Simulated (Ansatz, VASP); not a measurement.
# BN: VASP beside Ansatz

Contents of POSCAR:

```
BN
1.0
    2.4509079152      0.0003648232      0.0000000000
   -1.2251299517      2.1753621299      0.0000000000
    0.0000000000      0.0000000000      6.8872825653
B N
2 2
Direct
    0.3306025934      0.6610633955      0.2500000000
    0.6693974066      0.3389366045      0.7500000000
    0.3377367986      0.6756983251      0.7500000000
    0.6622632014      0.3243016749      0.2500000000
```

The input INCAR.step1:

```
ALGO = Normal
EDIFF = 1E-4
ENCUT = 520
GGA = PE
ISMEAR = 0
LASPH = True
LCHARG = False
LREAL = False
LWAVE = True
NBANDS = 16
NELM = 80
PREC = Accurate
SIGMA = 0.02
```

The input INCAR.step2:

```
ALGO = Normal
EDIFF = 1E-7
ENCUT = 520
ISIF = 2
ISMEAR = 0
ISTART = 1
LASPH = True
LCHARG = True
LELF = True
LMIXTAU = True
LREAL = False
LVHAR = True
LWAVE = False
METAGGA = R2SCAN
NBANDS = 16
NELM = 80
PREC = Accurate
SIGMA = 0.02
```

KPOINTS

```
k-points
0
Gamma
  12 12 4
```

Input for Ansatz:

```yaml
crystal:
  lattice:
    - [2.4509079152, 0.0003648232, 0.0]
    - [-1.2251299517, 2.1753621299, 0.0]
    - [0.0, 0.0, 6.8872825653]
  atoms:
    - { symbol: B, position: [0.3306025934, 0.6610633955, 0.25] }
    - { symbol: B, position: [0.6693974066, 0.3389366045, 0.75] }
    - { symbol: "N", position: [0.3377367986, 0.6756983251, 0.75] }
    - { symbol: "N", position: [0.6622632014, 0.3243016749, 0.25] }
basis:
  ecutwfc: 500
kpoints:
  mp_grid: { grid: [12, 12, 4] }
  band_path: { path: [VBM, CBM], npoints: 2 }
hamiltonian:
  xc: r2scan
scf:
  occupations: { method: gaussian, width: 0.02 }
output:
  forces: true
  stress: true
  eigenvalues: true
checkpoint:
  read: start.run
  write: ck
  compress: false
  write_wavefunctions: false
  write_every: 100000
```

Alike in both runs: task single point; functional r2SCAN; k mesh 12 × 12 × 4; occupations gaussian, width 0.02 eV; no spin polarisation.

|  | VASP | Ansatz |
| --- | --- | --- |
| version | VASP 6.6.1 | Ansatz 0.2.0 |
| potentials or method | VASP PAW PBE potentials, release 64 (B, N), cutoff 520 eV | scalar-relativistic, plane waves, PAW |
| valence electrons in the cell | 16 | 16 |

Ansatz gave:

```
gap on the k mesh at the Fermi level (eV)                     : 4.83
least direct gap on the mesh (eV)                             : 5.38
pressure (GPa)                                                : 5.8
traceless stress, the component that is largest in VASP (GPa) : 11.73
```

Question: Which values does VASP return?

Answer: gap on the k mesh at the Fermi level (eV): 4.87; least direct gap on the mesh (eV): 5.44; pressure (GPa): 6.2; traceless stress, the component that is largest in VASP (GPa): 12.08.

VASP's potentials were made for PBE, not for r2SCAN. With one functional, cell and mesh, what is left measures potentials, basis and numerics.
